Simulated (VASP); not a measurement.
# NaCaLaS3O12 (R3c) in VASP: electric field gradients with PBE

Aim: the electric field gradients of NaCaLaS3O12 with PBE.

All numbers are computed with VASP 6.6.1; they aren't measurements. Logs are shortened: lines on timing, memory, paths and dates and some standing lists are left out, and cuts for length are marked.

**1. The cell of the first run**

It takes space group R3c (No. 161, trigonal). The conventional cell has a = 9.349 Å, b = 9.349 Å, c = 25.008 Å, α = 90.00°, β = 90.00°, γ = 120.00°. Na (site symmetry 3) has 12 O at 2.74 to 3.87 Å and 1 Ca at 3.65 Å and 6 S at 3.80 to 4.00 Å and 1 La at 3.85 Å within 4.1 Å. Within 3.1 Å of Ca (site symmetry 3) lie 6 O at 2.32 to 2.38 Å. La (site symmetry 3) has 6 O at 2.35 to 2.40 Å within 3.1 Å. Within 2.0 Å of S (site symmetry 1) lie 4 O at 1.47 to 1.50 Å. O (site symmetry 1) has 1 S at 1.47 Å within 2.0 Å. Within 2.0 Å of O (site symmetry 1) lie 1 S at 1.49 Å. O (site symmetry 1) has 1 S at 1.48 Å within 2.0 Å. Within 2.0 Å of O (site symmetry 1) lie 1 S at 1.50 Å.

**2. Electric field gradients, PBE**

Input file INCAR:

```
PREC = Accurate
ENCUT = 520
EDIFF = 1E-8
ISMEAR = -1
SIGMA = 0.02
LREAL = Auto
LASPH = True
NELM = 100
ALGO = Normal
ISIF = 2
LWAVE = False
LCHARG = False
GGA = PE
LEFG = True
NBANDS = 142
```

Input file KPOINTS:

```
Automatic mesh
0
Gamma
  3 3 3
```

Input file POSCAR:

```
NaCaLaS3O12
1.0
    4.6742779631      2.6986956403      8.3358511200
   -4.6742779631      2.6986956403      8.3358511200
    0.0000000000     -5.3973912805      8.3358511200
Na Ca La S O
2 2 2 6 24
Direct
    0.5042445100      0.5042445100      0.5042445100
    0.0042445100      0.0042445100      0.0042445100
    0.6502440500      0.6502440500      0.6502440500
    0.1502440500      0.1502440500      0.1502440500
    0.3504767500      0.3504767500      0.3504767500
    0.8504767500      0.8504767500      0.8504767500
    0.0434075300      0.4487056500      0.7551831300
    0.7551831300      0.0434075300      0.4487056500
    0.4487056500      0.7551831300      0.0434075300
    0.2551831300      0.9487056500      0.5434075300
    0.5434075300      0.2551831300      0.9487056500
    0.9487056500      0.5434075300      0.2551831300
    0.8973478400      0.4848066500      0.7219616000
    0.7219616000      0.8973478400      0.4848066500
    0.4848066500      0.7219616000      0.8973478400
    0.2219616000      0.9848066500      0.3973478400
    0.3973478400      0.2219616000      0.9848066500
    0.9848066500      0.3973478400      0.2219616000
    0.0976369200      0.5144944500      0.2824565400
    0.2824565400      0.0976369200      0.5144944500
    0.5144944500      0.2824565400      0.0976369200
    0.7824565400      0.0144944500      0.5976369200
    0.5976369200      0.7824565400      0.0144944500
    0.0144944500      0.5976369200      0.7824565400
    0.7882402300      0.5658329600      0.4084693500
    0.4084693500      0.7882402300      0.5658329600
    0.5658329600      0.4084693500      0.7882402300
    0.9084693500      0.0658329600      0.2882402300
    0.2882402300      0.9084693500      0.0658329600
    0.0658329600      0.2882402300      0.9084693500
    0.2077795500      0.4284526800      0.6002595900
    0.6002595900      0.2077795500      0.4284526800
    0.4284526800      0.6002595900      0.2077795500
    0.1002595900      0.9284526800      0.7077795500
    0.7077795500      0.1002595900      0.9284526800
    0.9284526800      0.7077795500      0.1002595900
```

Potentials or basis: VASP PAW PBE potentials, release 64 (Na_pv, Ca_sv, La, S, O).

Launch:

```bash
> cat potpaw_PBE.64/Na_pv/POTCAR potpaw_PBE.64/Ca_sv/POTCAR potpaw_PBE.64/La/POTCAR potpaw_PBE.64/S/POTCAR potpaw_PBE.64/O/POTCAR > POTCAR
> mpirun -np 1 vasp_std > vasp.out
```

OUTCAR:

```text
PREC = Accurate
   ENCUT = 520
   EDIFF = 1E-8
   ISMEAR = -1
   LREAL = Auto
   LASPH = True
   NELM = 100
   ISIF = 2
   GGA = PE

 ion  position               nearest neighbor table
   1  0.504  0.504  0.504-
   2  0.004  0.004  0.004-
   3  0.650  0.650  0.650-  15 2.32  13 2.32  14 2.32  25 2.38  26 2.38  27 2.38
   4  0.150  0.150  0.150-  16 2.32  18 2.32  17 2.32  30 2.38  29 2.38  28 2.38
   5  0.350  0.350  0.350-  21 2.35  19 2.35  20 2.35  31 2.40  32 2.40  33 2.40
   6  0.850  0.850  0.850-  22 2.35  24 2.35  23 2.35  36 2.40  35 2.40  34 2.40
   7  0.043  0.449  0.755-  13 1.47  30 1.48  24 1.49  31 1.50
   8  0.755  0.043  0.449-  14 1.47  28 1.48  22 1.49  32 1.50
   9  0.449  0.755  0.043-  15 1.47  29 1.48  23 1.49  33 1.50
  10  0.255  0.949  0.543-  16 1.47  26 1.48  20 1.49  34 1.50
  11  0.543  0.255  0.949-  17 1.47  27 1.48  21 1.49  35 1.50
  12  0.949  0.543  0.255-  18 1.47  25 1.48  19 1.49  36 1.50
  13  0.897  0.485  0.722-   7 1.47   3 2.32
  14  0.722  0.897  0.485-   8 1.47   3 2.32
  15  0.485  0.722  0.897-   9 1.47   3 2.32
  16  0.222  0.985  0.397-  10 1.47   4 2.32
  17  0.397  0.222  0.985-  11 1.47   4 2.32
  18  0.985  0.397  0.222-  12 1.47   4 2.32
[... 16 lines left out ...]
  35  0.708  0.100  0.928-  11 1.50   6 2.40
  36  0.928  0.708  0.100-  12 1.50   6 2.40

  LATTYP: Found a trigonal (rhomboedric) cell.
 ALAT       =     9.9306720080
 COS(alpha) =     0.5568999603

  Lattice vectors:

 A1 = (   4.6742779631,   2.6986956403,   8.3358511200)
 A2 = (  -4.6742779631,   2.6986956403,   8.3358511200)
 A3 = (   0.0000000000,  -5.3973912805,   8.3358511200)

Analysis of symmetry for initial positions (statically):
=====================================================================
 Subroutine PRICEL returns:
 Original cell was already a primitive cell.

 Routine SETGRP: Setting up the symmetry group for a
 trigonal (rhombohedral) supercell.

 Subroutine GETGRP returns: Found  6 space group operations
 (whereof  3 operations were pure point group operations)
 out of a pool of 12 trial point group operations.

The static configuration has the point symmetry C_3 .
 The point group associated with its full space group is C_3v.

Analysis of symmetry for dynamics (positions and initial velocities):
=====================================================================
 Subroutine PRICEL returns:
 Original cell was already a primitive cell.

 Routine SETGRP: Setting up the symmetry group for a
 trigonal (rhombohedral) supercell.

 Subroutine GETGRP returns: Found  6 space group operations
 (whereof  3 operations were pure point group operations)
 out of a pool of 12 trial point group operations.

The dynamic configuration has the point symmetry C_3 .
 The point group associated with its full space group is C_3v.

 Subroutine INISYM returns: Found  6 space group operations
 (whereof  3 operations are pure point group operations),
 and found     1 'primitive' translations

----------------------------------------------------------------------------------------

                                     Primitive cell

  volume of cell :     630.9132

  direct lattice vectors                    reciprocal lattice vectors
     4.674277963  2.698695640  8.335851120     0.106968393  0.061758230  0.039987918
    -4.674277963  2.698695640  8.335851120    -0.106968393  0.061758230  0.039987918
     0.000000000 -5.397391280  8.335851120     0.000000000 -0.123516460  0.039987918

  length of vectors
     9.930672008  9.930672008  9.930672008     0.129828154  0.129828154  0.129828154

  position of ions in fractional coordinates (direct lattice)
     0.504244510  0.504244510  0.504244510
     0.004244510  0.004244510  0.004244510
     0.650244050  0.650244050  0.650244050
     0.150244050  0.150244050  0.150244050
     0.350476750  0.350476750  0.350476750
     0.850476750  0.850476750  0.850476750
[... 28 lines left out ...]
     0.707779550  0.100259590  0.928452680
     0.928452680  0.707779550  0.100259590

  ion indices of the primitive-cell ions
   primitive index   ion index
                 1           1
                 2           2
                 3           3
                 4           4
                 5           5
[... 94 lines left out ...]
   PSTRESS=    0.0 pullay stress
   NELECT =     236.0000    total number of electrons
   NUPDOWN=      -1.0000    fix difference up-down
   EMIN   =  10.00;   EMAX   =-10.00  energy-range for DOS
   EFERMI =   0.00;   METHOD = LEGACY
   ISMEAR =    -1;   SIGMA  =   0.02  broadening in eV -4-tet -1-fermi 0-gaus
   EFERMI_NEDOS =   21; number of points for ismear=-14 and -15
   IALGO  =     38    algorithm
   IMIX   =      4    mixing-type and parameters
     AMIX     =   0.40;   BMIX     =  1.00
     AMIX_MAG =   1.60;   BMIX_MAG =  1.00
  volume/ion in A,a.u.               =      17.53       118.27
  Fermi-wavevector in a.u.,A,eV,Ry     =   1.179566  2.229057 18.930822  1.391376
  Thomas-Fermi vector in A             =   2.315875
   LORBIT       =      0    0 simple, 1 ext, 2 COOP (PROOUT), +10 PAW based schemes
   GGA     = PE    functional components
   LHFCALC =     F    Hartree Fock is set to
   AEXX    =    0.0000 exact exchange contribution
   IVDW    =     0    specifies the selected vdW correction
   LEPSILON=     F    determine dielectric tensor
   LRPA    =     F    only Hartree local field effects (RPA)
 non-spin polarized calculation
  energy-cutoff  :      520.00
  volume of cell :      630.91
 maximum number of plane-waves:     17035
 NGX is ok and might be reduce to    80
   NGX = 37   NGY = 37   NGZ = 37

 number of electron     235.9999989 magnetization

 Free energy of the ion-electron system (eV)
  ---------------------------------------------------
  ext. energy  EPLUGINS =         0.00000000
  ---------------------------------------------------
  free energy    TOTEN  =      -235.48239228 eV

  energy without entropy =     -235.48239228  energy(sigma->0) =     -235.48239228

 E-fermi :   0.2293     XC(G=0):  -7.9280

 val. band max:       -0.2505355625   @ k =   0.0000   0.0000   0.0000
 cond. band min:       4.6773888279   @ k =   0.0000   0.0000   0.0000
 fundamental gap:      4.9279243904
 Fermi energy:         0.2293251292

 k-point     1 :       0.0000    0.0000    0.0000
  band No.  band energies     occupation
      1     -38.0005      2.00000
      2     -38.0005      2.00000
      3     -30.2322      2.00000
      4     -30.2308      2.00000
      5     -23.0189      2.00000
      6     -23.0058      2.00000
[... 787 lines left out ...]
    129       4.8923      0.00000
    130       4.9355      0.00000
 [bands above 130 left out]

------------------------ aborting loop because EDIFF is reached ----------------------------------------

  FORCE on cell =-STRESS in cart. coord.  units (eV):
  Direction    XX          YY          ZZ          XY          YZ          ZX
  --------------------------------------------------------------------------------------
  -------------------------------------------------------------------------------------
  Total        1.3915679      1.3915679      1.8476923     -0.0000000      0.0000000      0.0000000
  in kB        3.5338275      3.5338275      4.6921359     -0.0000000      0.0000000      0.0000000
  external PRESSURE =       3.9199303 kB  Pullay stress =       0.0000000 kB

 VOLUME and BASIS-vectors are now :
 -----------------------------------------------------------------------------
  energy-cutoff  :      520.00
  volume of cell :      630.91
      direct lattice vectors                 reciprocal lattice vectors
     4.674277963  2.698695640  8.335851120     0.106968393  0.061758230  0.039987918
    -4.674277963  2.698695640  8.335851120    -0.106968393  0.061758230  0.039987918
     0.000000000 -5.397391280  8.335851120     0.000000000 -0.123516460  0.039987918

 POSITION                                       TOTAL-FORCE (eV/Angst)
 -----------------------------------------------------------------------------------
      0.00000      0.00000     12.60992         0.000000      0.000000      0.188731
      0.00000      0.00000      0.10614         0.000000      0.000000      0.188731
      0.00000      0.00000     16.26101         0.000000      0.000000      0.020286
      0.00000      0.00000      3.75724         0.000000      0.000000      0.020286
      0.00000      0.00000      8.76457         0.000000     -0.000000     -0.000413
      0.00000      0.00000     21.26834         0.000000     -0.000000     -0.000413
[... 28 lines left out ...]
      2.83972     -2.83057     14.47514         0.102010      0.096858      0.092442
      1.03149      3.87455     14.47514        -0.134886      0.039915      0.092442
 -----------------------------------------------------------------------------------
    total drift:                                0.000000      0.000000      0.020489

  FREE ENERGIE OF THE ION-ELECTRON SYSTEM (eV)
  ---------------------------------------------------
  free  energy   TOTEN  =      -235.4823922766 eV

  energy  without entropy=     -235.4823922766  energy(sigma->0) =     -235.48239228

 Electric field gradients (V/A^2)
---------------------------------------------------------------------
 ion       V_xx      V_yy      V_zz      V_xy      V_xz      V_yz
---------------------------------------------------------------------
   1       2.160     2.160    -4.321    -0.000    -0.000    -0.000
   2       2.160     2.160    -4.321     0.000     0.000    -0.000
   3       2.395     2.395    -4.789     0.000     0.000    -0.000
   4       2.395     2.395    -4.789    -0.000    -0.000    -0.000
   5      10.271    10.271   -20.541     0.000     0.000    -0.000
   6      10.271    10.271   -20.541    -0.000    -0.000    -0.000
[... 28 lines left out ...]
  35     134.817   -73.497   -61.320    17.054   -10.423    -1.053
  36      -6.649    67.969   -61.320   -98.730     6.123    -8.500
---------------------------------------------------------------------

 Electric field gradients after diagonalization (V/A^2)
 (convention: |V_zz| > |V_xx| > |V_yy|)
----------------------------------------------------------------------
 ion       V_xx      V_yy      V_zz     asymmetry (V_yy - V_xx)/ V_zz
----------------------------------------------------------------------
   1       2.160     2.160    -4.321       0.000
   2       2.160     2.160    -4.321       0.000
   3       2.395     2.395    -4.789       0.000
   4       2.395     2.395    -4.789       0.000
   5      10.271    10.271   -20.541       0.000
   6      10.271    10.271   -20.541       0.000
[... 28 lines left out ...]
  35     -74.888   -61.871   136.758       0.095
  36     -74.888   -61.871   136.758       0.095
----------------------------------------------------------------------

           NMR quadrupolar parameters

 Cq : quadrupolar parameter    Cq=e*Q*V_zz/h
 eta: asymmetry parameters     (V_yy - V_xx)/ V_zz
 Q  : nuclear electric quadrupole moment in mb (millibarn)
----------------------------------------------------------------------
 ion       Cq(MHz)       eta       Q (mb)
----------------------------------------------------------------------
   1      -0.010       0.000       1.000
   2      -0.010       0.000       1.000
   3      -0.012       0.000       1.000
   4      -0.012       0.000       1.000
   5      -0.050       0.000       1.000
   6      -0.050       0.000       1.000
[... 28 lines left out ...]
  35       0.331       0.095       1.000
  36       0.331       0.095       1.000
----------------------------------------------------------------------
```

Wall time 27 min (1 thread of Intel Xeon 6975P-C (Granite Rapids), shared host); peak memory 1.2 GiB.

What came out:

| Property | Result |
| --- | --- |
| Free energy | -235.4824 eV |
| Pressure | 0.4 GPa |
| Largest force | 0.221 eV/Å |
| Band gap on the k mesh | 4.93 eV |
| Largest electric field gradient by atom | Na -4.3; Ca -4.8; La -20.5; S -14.2; O +135.1, +134.9, +136.1, +136.8 (each value once) V/Å² |

Forces in eV/Å, atoms in the order of the input:
```
Na   0.000  0.000  0.189
Na   0.000  0.000  0.189
Ca   0.000  0.000  0.020
Ca   0.000  0.000  0.020
La   0.000  0.000  0.000
La   0.000  0.000  0.000
S    0.009 -0.035 -0.066
S    0.026  0.025 -0.066
S   -0.035  0.010 -0.066
S    0.035  0.010 -0.066
S   -0.026  0.025 -0.066
S   -0.009 -0.035 -0.066
O    0.036  0.071 -0.053
O   -0.079 -0.004 -0.053
O    0.044 -0.067 -0.053
O   -0.044 -0.067 -0.053
O    0.079 -0.004 -0.053
O   -0.036  0.071 -0.053
O   -0.034 -0.120  0.053
O    0.121  0.030  0.053
O   -0.087  0.090  0.053
O    0.087  0.090  0.053
O   -0.121  0.030  0.053
O    0.034 -0.120  0.053
O   -0.145 -0.137 -0.096
O    0.191 -0.057 -0.096
O   -0.047  0.194 -0.096
O    0.047  0.194 -0.096
O   -0.191 -0.057 -0.096
O    0.145 -0.137 -0.096
O    0.135  0.040  0.092
O   -0.102  0.097  0.092
O   -0.033 -0.137  0.092
O    0.033 -0.137  0.092
O    0.102  0.097  0.092
O   -0.135  0.040  0.092
```

Electric field gradients, principal values (V/Å²):
```tsv
atom	least	middle	greatest (by size)
1 Na	2.160	2.160	-4.321
2 Na	2.160	2.160	-4.321
3 Ca	2.395	2.395	-4.789
4 Ca	2.395	2.395	-4.789
5 La	10.271	10.271	-20.541
6 La	10.271	10.271	-20.541
7 S	2.424	11.780	-14.203
8 S	2.424	11.780	-14.203
9 S	2.424	11.780	-14.203
10 S	2.424	11.780	-14.203
11 S	2.424	11.780	-14.203
12 S	2.424	11.780	-14.203
13 O	-63.188	-71.893	135.081
14 O	-63.188	-71.893	135.081
15 O	-63.188	-71.893	135.081
16 O	-63.188	-71.893	135.081
17 O	-63.188	-71.893	135.081
18 O	-63.188	-71.893	135.081
19 O	-66.386	-68.502	134.888
20 O	-66.386	-68.502	134.888
21 O	-66.386	-68.502	134.888
22 O	-66.386	-68.502	134.888
23 O	-66.386	-68.502	134.888
24 O	-66.386	-68.502	134.888
25 O	-60.143	-75.913	136.056
26 O	-60.143	-75.913	136.056
27 O	-60.143	-75.913	136.056
28 O	-60.143	-75.913	136.056
29 O	-60.143	-75.913	136.056
30 O	-60.143	-75.913	136.056
31 O	-61.871	-74.888	136.758
32 O	-61.871	-74.888	136.758
33 O	-61.871	-74.888	136.758
34 O	-61.871	-74.888	136.758
35 O	-61.871	-74.888	136.758
36 O	-61.871	-74.888	136.758
```

Caveat: without QUAD_EFG the Cq values of the log hold for a quadrupole moment of 1 mb, not for the nuclei; spin-orbit coupling is left out, which moves the levels of the heavy elements. A k mesh can miss the band edges.
